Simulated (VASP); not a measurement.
Wanted: the native input for a VASP 6.6.1 run.

| Property | Result |
| --- | --- |
| Task | single point |
| Functional | LDA |
| Potentials or basis | VASP PAW LDA potentials, release 64 (Be, Li_sv) |
| Cutoff | 750 eV |
| k mesh | 16 × 10 × 7 |
| Occupations | gaussian, width 0.1 eV |
| Spin | no spin polarisation |
| Dipole correction | no |
| Further INCAR settings | ALGO = Normal; EDIFF = 1e-06; NBANDS = 13 |

The structure of LiBe lies in POSCAR:

```
LiBe
1.0
    2.2959861536      0.0000000000      0.0000000000
    0.0000000000      3.6127729800      0.0000000000
   -0.4017425219      0.0000000000      5.5135259934
Be Li
2 2
Direct
    0.2435819200      0.7500000000      0.4238283600
    0.7564180800      0.2500000000      0.5761716400
    0.2631524400      0.7500000000      0.8451422600
    0.7368475600      0.2500000000      0.1548577400
```

These files were run (other wordings do the same):

INCAR

```
PREC = Accurate
ENCUT = 750
EDIFF = 1E-6
ISMEAR = 0
SIGMA = 0.1
LREAL = F
LASPH = T
NELM = 120
ALGO = Normal
ISIF = 2
LWAVE = F
LCHARG = F
NBANDS = 13
GGA_COMPAT = F
```

KPOINTS

```
Automatic mesh
0
Gamma
  16 10 7
```

Potentials or basis: VASP PAW LDA potentials, release 64 (Be, Li_sv).

Run with:

```bash
$ cat potpaw_LDA.64/Be/POTCAR potpaw_LDA.64/Li_sv/POTCAR > POTCAR
$ mpirun -np 1 vasp_std > vasp.out
```

It gave:

The pressure is -3.1 GPa. The largest force is 0.137 eV/Å and the band gap on the k mesh is zero (bands 5 and 6 overlap by 5.31 eV).

Caveat: the cell stands under tension.

It took 95 s on 1 thread of Intel(R) Xeon(R) 6975P-C (Granite Rapids), with other jobs on the host, peak memory 0.39 GiB.
